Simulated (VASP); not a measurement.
# LiTaO2 (P6/mmm) in VASP: a series of runs

LiTaO2 is run at these levels: PBE; tasks: single point, relaxation of cell and atoms.

Program: VASP 6.6.1. These are calculated values, not measurements. Logs are shortened: lines on timing, memory, paths and dates and some standing lists are left out, and cuts for length are marked.

## Step 1: The cell of the first run

It takes space group P6/mmm (No. 191, hexagonal). Conventional cell: a = 3.695 Å, b = 3.695 Å, c = 5.698 Å, α = 90.00°, β = 90.00°, γ = 120.00°. Within 3.8 Å of Li (site symmetry 6/mmm) lie 2 Ta at 2.85 Å and 12 O at 3.56 Å and 6 Li at 3.69 Å. Ta (site symmetry 6/mmm) has 6 O at 2.13 Å and 2 Li at 2.85 Å within 2.9 Å. Within 2.8 Å of O (site symmetry -6m2) lie 3 Ta at 2.13 Å and 3 O at 2.13 Å.

The cell was built from a structure type or drawn by symmetry, and may not be a known phase.

## Step 2: Single point, PBE

Contents of INCAR:

```
SYSTEM = LiTaO2
ALGO     = Normal         ! electronic algorithm
EDIFF    = 1E-6           ! SCF threshold, eV
ENCUT    = 520            ! plane-wave cutoff, eV
GGA      = PE             ! functional
ISIF     = 2              ! what is computed and relaxed
ISMEAR   = 0              ! smearing method
LASPH    = .True.         ! aspherical terms in the spheres
LCHARG   = .False.        ! write CHGCAR
LREAL    = .False.        ! projectors in reciprocal space
LWAVE    = .False.        ! write WAVECAR
NBANDS   = 21             ! bands
NELM     = 100            ! most SCF steps
PREC     = Accurate       ! precision mode
SIGMA    = 0.1            ! smearing width, eV
```

Contents of KPOINTS:

```
k-points
0
Gamma
  12 12 8
  0 0 0
```

Contents of POSCAR:

```
LiTaO2
1.0
    3.6948591008      0.0000000000      0.0000000000
   -1.8474295504      3.1998418447      0.0000000000
    0.0000000000      0.0000000000      5.6982637607
Li Ta O
1 1 2
Direct
    0.0000000000      0.0000000000      0.5000000000
    0.0000000000      0.0000000000      0.0000000000
    0.3333333333      0.6666666667      0.0000000000
    0.6666666667      0.3333333333      0.0000000000
```

Potentials or basis: VASP PAW PBE potentials, release 64 (Li_sv, Ta_pv, O).

The run is started by

```
cat potpaw_PBE.64/Li_sv/POTCAR potpaw_PBE.64/Ta_pv/POTCAR potpaw_PBE.64/O/POTCAR > POTCAR
mpirun -np 1 vasp_std > vasp.out
```

OUTCAR:

```text
SYSTEM = LiTaO2
   EDIFF = 1E-6
   ENCUT = 520
   GGA = PE
   ISIF = 2
   ISMEAR = 0
   LASPH = .True.
   LREAL = .False.
   NELM = 100
   PREC = Accurate

 ion  position               nearest neighbor table
   1  0.000  0.000  0.500-   2 2.85   2 2.85
   2  0.000  0.000  0.000-   3 2.13   4 2.13   4 2.13   3 2.13   4 2.13   3 2.13   1 2.85   1 2.85

   3  0.333  0.667  0.000-   2 2.13   2 2.13   2 2.13
   4  0.667  0.333  0.000-   2 2.13   2 2.13   2 2.13

  LATTYP: Found a hexagonal cell.
 ALAT       =     3.6948591008
 C/A-ratio  =     1.5422140886

  Lattice vectors:

 A1 = (   3.6948591008,   0.0000000000,   0.0000000000)
 A2 = (  -1.8474295504,   3.1998418447,   0.0000000000)
 A3 = (   0.0000000000,   0.0000000000,   5.6982637607)

Analysis of symmetry for initial positions (statically):
=====================================================================
 Subroutine PRICEL returns:
 Original cell was already a primitive cell.

 Routine SETGRP: Setting up the symmetry group for a
 hexagonal supercell.

 Subroutine GETGRP returns: Found 24 space group operations
 (whereof 24 operations were pure point group operations)
 out of a pool of 24 trial point group operations.

The static configuration has the point symmetry D_6h.

Analysis of symmetry for dynamics (positions and initial velocities):
=====================================================================
 Subroutine PRICEL returns:
 Original cell was already a primitive cell.

 Routine SETGRP: Setting up the symmetry group for a
 hexagonal supercell.

 Subroutine GETGRP returns: Found 24 space group operations
 (whereof 24 operations were pure point group operations)
 out of a pool of 24 trial point group operations.

The dynamic configuration has the point symmetry D_6h.

 Subroutine INISYM returns: Found 24 space group operations
 (whereof 24 operations are pure point group operations),
 and found     1 'primitive' translations

----------------------------------------------------------------------------------------

                                     Primitive cell

  volume of cell :      67.3704

  direct lattice vectors                    reciprocal lattice vectors
     3.694859101  0.000000000  0.000000000     0.270646315  0.156257723  0.000000000
    -1.847429550  3.199841845  0.000000000     0.000000000  0.312515446  0.000000000
     0.000000000  0.000000000  5.698263761     0.000000000  0.000000000  0.175492052

  length of vectors
     3.694859101  3.694859101  5.698263761     0.312515446  0.312515446  0.175492052

  position of ions in fractional coordinates (direct lattice)
     0.000000000  0.000000000  0.500000000
     0.000000000  0.000000000  0.000000000
     0.333333333  0.666666667  0.000000000
     0.666666667  0.333333333  0.000000000

  ion indices of the primitive-cell ions
   primitive index   ion index
                 1           1
                 2           2
                 3           3
                 4           4

----------------------------------------------------------------------------------------

 KPOINTS: k-points

Automatic generation of k-mesh.
 Grid dimensions read from file:
 generate k-points for:   12   12    8

 Generating k-lattice:

  Cartesian coordinates                     Fractional coordinates (reciprocal lattice)
     0.022553860  0.013021477  0.000000000     0.083333333  0.000000000  0.000000000
     0.000000000  0.026042954  0.000000000     0.000000000  0.083333333  0.000000000
     0.000000000  0.000000000  0.021936506     0.000000000  0.000000000  0.125000000

  Length of vectors
     0.026042954  0.026042954  0.021936506

  Shift w.r.t. Gamma in fractional coordinates (k-lattice)
     0.000000000  0.000000000  0.000000000

 Subroutine IBZKPT returns following result:
 ===========================================

 Found     95 irreducible k-points:

 Following reciprocal coordinates:
            Coordinates               Weight
  0.000000  0.000000  0.000000      1.000000
  0.083333 -0.000000  0.000000      6.000000
  0.166667  0.000000  0.000000      6.000000
  0.250000  0.000000  0.000000      6.000000
  0.333333 -0.000000  0.000000      6.000000
  0.416667  0.000000  0.000000      6.000000
[... 16 lines left out ...]
  0.250000  0.000000  0.125000     12.000000
  0.333333 -0.000000  0.125000     12.000000
 [... further k-points ...]
   k-points           NKPTS =     95   k-points in BZ     NKDIM =     95   number of bands    NBANDS=     21
   number of dos      NEDOS =    301   number of ions     NIONS =      4
   total plane-waves  NPLWV =  32928
   dimension x,y,z NGX =    28 NGY =   28 NGZ =   42
   dimension x,y,z NGXF=    56 NGYF=   56 NGZF=   84
   ions per type =               1   1   2
   NGX,Y,Z   is equivalent  to a cutoff of  12.60, 12.60, 12.25 a.u.
   NGXF,Y,Z  is equivalent  to a cutoff of  25.20, 25.20, 24.51 a.u.
 SYSTEM =  LiTaO2
   PREC   = accura    normal or accurate (medium, high low for compatibility)
[... 79 lines left out ...]
      2     -33.0105      2.00000
      3     -32.8495      2.00000
      4     -32.8382      2.00000
      5     -17.7556      2.00000
      6     -13.8539      2.00000
[... 13 lines left out ...]
     20      10.4372      0.00000
     21      10.5273      0.00000

 k-point     3 :       0.1667    0.0000    0.0000
  band No.  band energies     occupation
      1     -45.2040      2.00000
      2     -33.0083      2.00000
      3     -32.8869      2.00000
      4     -32.8452      2.00000
      5     -17.4934      2.00000
      6     -14.1693      2.00000
[... 13 lines left out ...]
     20      10.0108      0.00000
     21      10.0500      0.00000

 k-point     4 :       0.2500    0.0000    0.0000
  band No.  band energies     occupation
      1     -45.2038      2.00000
      2     -33.0053      2.00000
      3     -32.9373      2.00000
      4     -32.8547      2.00000
      5     -17.1015      2.00000
      6     -14.5715      2.00000
[... 13 lines left out ...]
     20       9.5572      0.00000
     21       9.6631      0.00000

 k-point     5 :       0.3333   -0.0000    0.0000
  band No.  band energies     occupation
      1     -45.2036      2.00000
      2     -33.0023      2.00000
      3     -32.9869      2.00000
      4     -32.8642      2.00000
      5     -16.6415      2.00000
      6     -14.9797      2.00000
[... 13 lines left out ...]
     20       9.1651      0.00000
     21       9.3587      0.00000

 k-point     6 :       0.4167    0.0000    0.0000
  band No.  band energies     occupation
      1     -45.2034      2.00000
      2     -33.0227      2.00000
      3     -33.0001      2.00000
      4     -32.8711      2.00000
      5     -16.1809      2.00000
      6     -15.3658      2.00000
[... 13 lines left out ...]
     20       8.9181      0.00000
     21       9.1617      0.00000

 k-point     7 :       0.5000    0.0000    0.0000
  band No.  band energies     occupation
      1     -45.2033      2.00000
      2     -33.0356      2.00000
      3     -32.9993      2.00000
      4     -32.8737      2.00000
      5     -15.8081      2.00000
      6     -15.7038      2.00000
[... 13 lines left out ...]
     20       8.8342      0.00000
     21       9.0948      0.00000
[... 291 lines left out ...]
      1     -45.2042      2.00000
      2     -33.0112      2.00000
      3     -32.8357      2.00000
      4     -32.8357      2.00000
      5     -17.8476      2.00000
      6     -13.7309      2.00000
[... 13 lines left out ...]
     20      10.7784      0.00000
     21      10.8542      0.00000

 k-point    21 :       0.0833   -0.0000    0.1250
  band No.  band energies     occupation
      1     -45.2042      2.00000
      2     -33.0104      2.00000
      3     -32.8495      2.00000
      4     -32.8382      2.00000
      5     -17.7555      2.00000
      6     -13.8539      2.00000
[... 13 lines left out ...]
     20      10.5069      0.00000
     21      10.6303      0.00000

 k-point    22 :       0.1667    0.0000    0.1250
  band No.  band energies     occupation
      1     -45.2040      2.00000
      2     -33.0082      2.00000
      3     -32.8869      2.00000
      4     -32.8452      2.00000
      5     -17.4932      2.00000
      6     -14.1694      2.00000
[... 13 lines left out ...]
     20      10.0116      0.00000
     21      10.1516      0.00000

 k-point    23 :       0.2500    0.0000    0.1250
  band No.  band energies     occupation
      1     -45.2038      2.00000
      2     -33.0052      2.00000
      3     -32.9373      2.00000
      4     -32.8547      2.00000
      5     -17.1014      2.00000
      6     -14.5714      2.00000
[... 13 lines left out ...]
     20       9.6613      0.00000
     21       9.6653      0.00000

 k-point    24 :       0.3333   -0.0000    0.1250
  band No.  band energies     occupation
      1     -45.2036      2.00000
      2     -33.0022      2.00000
      3     -32.9869      2.00000
      4     -32.8642      2.00000
      5     -16.6414      2.00000
      6     -14.9796      2.00000
[... 13 lines left out ...]
     20       9.2760      0.00000
     21       9.3590      0.00000

 [... further k-points ...]
[... 5 lines left out ...]
  --------------------------------------------------------------------------------------
  -------------------------------------------------------------------------------------
  Total        0.1738572      0.1738572     -0.0669531      0.0000000     -0.0000000      0.0000000
  in kB        4.1346079      4.1346079     -1.5922529      0.0000000     -0.0000000      0.0000000
  external PRESSURE =       2.2256543 kB  Pullay stress =       0.0000000 kB

 VOLUME and BASIS-vectors are now :
 -----------------------------------------------------------------------------
  energy-cutoff  :      520.00
  volume of cell :       67.37
      direct lattice vectors                 reciprocal lattice vectors
     3.694859101  0.000000000  0.000000000     0.270646315  0.156257723  0.000000000
    -1.847429550  3.199841845  0.000000000     0.000000000  0.312515446  0.000000000
     0.000000000  0.000000000  5.698263761     0.000000000  0.000000000  0.175492052

 POSITION                                       TOTAL-FORCE (eV/Angst)
 -----------------------------------------------------------------------------------
      0.00000      0.00000      2.84913        -0.000000      0.000000      0.000000
      0.00000      0.00000      0.00000        -0.000000      0.000000      0.000000
     -0.00000      2.13323      0.00000        -0.000000      0.000000      0.000000
      1.84743      1.06661      0.00000         0.000000      0.000000      0.000000
 -----------------------------------------------------------------------------------
    total drift:                                0.000000     -0.000000     -0.000000

  FREE ENERGIE OF THE ION-ELECTRON SYSTEM (eV)
  ---------------------------------------------------
  free  energy   TOTEN  =       -28.2842718187 eV

  energy  without entropy=      -28.2828593044  energy(sigma->0) =      -28.28356556
```

It took 2.9 min on 1 thread of Intel Xeon 8259CL, shared host; peak memory 0.27 GiB.

Results:

| Item | Value |
| --- | --- |
| Free energy | -28.2843 eV |
| Band gap on the k mesh | zero (bands 13 and 14 overlap by 0.14 eV) |

Caveat: the cutoff is under 1.25 times the usual one of these potentials, so pressure, stress and relaxed cells hold a basis-set (Pulay) error; spin-orbit coupling is left out, which moves the levels of the heavy elements.

## Step 3: Single point, PBE, collinear spin

Contents of INCAR:

```
PREC = Accurate
ENCUT = 520
EDIFF = 1E-6
ISMEAR = 0
SIGMA = 0.1
LREAL = False
LASPH = True
NELM = 150
ALGO = Normal
ISIF = 2
LWAVE = False
LCHARG = False
ISPIN = 2
MAGMOM = 0 1 0 0
LORBIT = 11
LMAXMIX = 4
GGA = PE
NBANDS = 25
```

Contents of KPOINTS:

```
regular mesh
0
Gamma
  6 6 4
```

Contents of POSCAR:

```
LiTaO2
1.0
    3.6936345969      0.0000000000      0.0000000000
   -1.8468172985      3.1987813932      0.0000000000
    0.0000000000      0.0000000000      5.7103624863
Li Ta O
1 1 2
Direct
    0.0000000000      0.0000000000      0.5000000000
    0.0000000000      0.0000000000      0.0000000000
    0.3333333333      0.6666666667      0.0000000000
    0.6666666667      0.3333333333      0.0000000000
```

Potentials or basis: VASP PAW PBE potentials, release 64 (Li_sv, Ta_pv, O).

The run is started by

```
cat potpaw_PBE.64/Li_sv/POTCAR potpaw_PBE.64/Ta_pv/POTCAR potpaw_PBE.64/O/POTCAR > POTCAR
mpirun -np 1 vasp_std > vasp.out
```

It took 1.9 min on 1 thread of Intel Xeon 8259CL, shared host; peak memory 0.23 GiB.

It converged, with:

* Free energy: -28.2856 eV
* Band gap on the k mesh: zero (filled and empty bands overlap)
* Net moment: 0.00 μB per cell
* Valence electrons inside the program's atomic spheres: Li 2.06; Ta 8.60; O 5.04

Levels at points of the mesh, in eV from the Fermi level:
Spin up:
| k point | band 10 | band 11 | band 12 | band 13 | band 14 | band 15 | band 16 | band 17 |
| --- | --- | --- | --- | --- | --- | --- | --- | --- |
| (0.00, 0.00, 0.00) | -2.80 | -1.42 | -0.89 | -0.89 | 1.36 | 1.36 | 2.81 | 2.93 |
| (0.50, 0.00, 0.00) | -2.90 | -2.78 | -1.59 | -0.96 | 0.89 | 1.12 | 3.37 | 3.42 |
| (0.00, 0.00, 0.50) | -1.80 | -1.42 | -0.89 | -0.89 | -0.14 | 1.28 | 1.28 | 6.01 |
| (0.50, 0.00, 0.50) | -2.90 | -2.84 | -1.58 | -0.84 | 0.76 | 1.82 | 2.24 | 3.78 |
Spin down:
```tsv
k point	band 9	band 10	band 11	band 12	band 13	band 14	band 15	band 16	band 17	band 18
(0.00, 0.00, 0.00)	-5.03	-2.80	-1.42	-0.89	-0.89	1.36	1.36	2.81	2.93	8.05
(0.50, 0.00, 0.00)	-5.00	-2.90	-2.78	-1.59	-0.96	0.89	1.12	3.37	3.42	3.77
(0.00, 0.00, 0.50)	-5.25	-1.80	-1.42	-0.89	-0.89	-0.14	1.28	1.28	6.01	8.05
(0.50, 0.00, 0.50)	-5.11	-2.90	-2.84	-1.58	-0.84	0.76	1.82	2.24	3.78	3.93
```

Caveat: the cutoff is under 1.25 times the usual one of these potentials, so pressure, stress and relaxed cells hold a basis-set (Pulay) error; spin-orbit coupling is left out, which moves the levels of the heavy elements.

## Step 4: Relaxation of cell and atoms, PBE

Contents of INCAR:

```
SYSTEM = LiTaO2
  PREC = Accurate
  ENCUT = 600
  EDIFF = 1E-6
  ISMEAR = 0
  SIGMA = 0.1
  LREAL = .FALSE.
  LASPH = .TRUE.
  NELM = 60
  ALGO = Normal
  ISIF = 3
  LWAVE = .FALSE.
  LCHARG = .FALSE.
  GGA = PE
  IBRION = 2
  NSW = 100
  EDIFFG = -0.01
```

Contents of KPOINTS:

```
regular mesh
0
G
  12 12 8
  0 0 0
```

POSCAR is that of step 3.

The run is started by

```
cat potpaw_PBE.64/Li_sv/POTCAR potpaw_PBE.64/Ta_pv/POTCAR potpaw_PBE.64/O/POTCAR > POTCAR
mpirun -np 1 vasp_std > vasp.out
```

Run time: 8.4 min. Hardware: 1 thread of Intel Xeon 8259CL, shared host; peak memory 0.31 GiB.

It converged, with:

| Quantity | Value |
| --- | --- |
| Free energy | -28.2893 eV |
| Relaxed volume | 16.82 Å³/atom |
| Relaxed cell | a = 3.698 Å, b = 3.698 Å, c = 5.684 Å, α = 90.00°, β = 90.00°, γ = 120.00° |
| Space group after relaxing (to 0.1 Å) | P6/mmm (No. 191) |
| Energy gained by relaxing | 0.2 meV/atom |
| Ionic steps | 5 |
| Pressure after relaxing | -0.1 GPa |
| Band gap on the k mesh | zero (bands 13 and 14 overlap by 0.12 eV) |

Step by step:
| step | energy change (eV) | largest force (eV/Å) | pressure (GPa) | volume (Å³) |
| --- | --- | --- | --- | --- |
| 1 | 0.0000 | 0.0000 | 0.15 | 67.47 |
| 2 | -0.0001 | 0.0000 | -0.54 | 67.62 |
| 3 | -0.0003 | 0.0000 | -0.23 | 67.56 |
| 4 | -0.0006 | 0.0000 | -0.10 | 67.38 |
| 5 | -0.0007 | 0.0000 | -0.06 | 67.30 |

Final structure:
```cif
data_structure
_symmetry_space_group_name_H-M 'P 1'
_symmetry_Int_Tables_number 1
_cell_length_a 3.6976
_cell_length_b 3.6976
_cell_length_c 5.6838
_cell_angle_alpha 90.000
_cell_angle_beta 90.000
_cell_angle_gamma 120.000
_cell_volume 67.30
loop_
_atom_site_label
_atom_site_type_symbol
_atom_site_fract_x
_atom_site_fract_y
_atom_site_fract_z
_atom_site_occupancy
Li1 Li 0.00000 0.00000 0.50000 1
Ta1 Ta 0.00000 0.00000 0.00000 1
O1 O 0.33333 0.66667 0.00000 1
O2 O 0.66667 0.33333 0.00000 1
```

Levels at points of the mesh, in eV from the Fermi level:
| k point | band 10 | band 11 | band 12 | band 13 | band 14 | band 15 | band 16 | band 17 |
| --- | --- | --- | --- | --- | --- | --- | --- | --- |
| (0.00, 0.00, 0.00) | -2.80 | -1.38 | -0.85 | -0.85 | 1.37 | 1.37 | 2.85 | 2.96 |
| (0.50, 0.00, 0.00) | -2.85 | -2.74 | -1.55 | -0.97 | 0.90 | 1.12 | 3.37 | 3.43 |
| (0.00, 0.00, 0.50) | -1.80 | -1.39 | -0.85 | -0.85 | -0.10 | 1.29 | 1.29 | 6.04 |
| (0.50, 0.00, 0.50) | -2.85 | -2.81 | -1.53 | -0.85 | 0.76 | 1.83 | 2.24 | 3.79 |

Caveat: the cutoff is under 1.25 times the usual one of these potentials, so pressure, stress and relaxed cells hold a basis-set (Pulay) error; spin-orbit coupling is left out, which moves the levels of the heavy elements.

## Step 5: Summary

| task | spin | cell | k mesh | cutoff (eV) | gap on the mesh (eV) |
| --- | --- | --- | --- | --- | --- |
| single point | off | a = 3.695, b = 3.695, c = 5.698 Å, angles 90.0, 90.0, 120.0°, 4 atoms | 12 × 12 × 8 | 520 | none |
| single point | collinear | a = 3.694, b = 3.694, c = 5.710 Å, angles 90.0, 90.0, 120.0°, 4 atoms | 6 × 6 × 4 | 520 | none |
| relaxation of cell and atoms | off | relaxed from a = 3.694, b = 3.694, c = 5.710 Å, angles 90.0, 90.0, 120.0°, 4 atoms | 12 × 12 × 8 | 600 | none |

Alike in all rows: level PBE; potentials or basis VASP PAW PBE potentials, release 64 (Li_sv, Ta_pv, O); smearing gaussian 0.1 eV.

Caveats: the cutoff is under 1.25 times the usual one of these potentials, so pressure, stress and relaxed cells hold a basis-set (Pulay) error; spin-orbit coupling is left out, which moves the levels of the heavy elements.

Absolute energies hang on the potentials; compare differences alone.
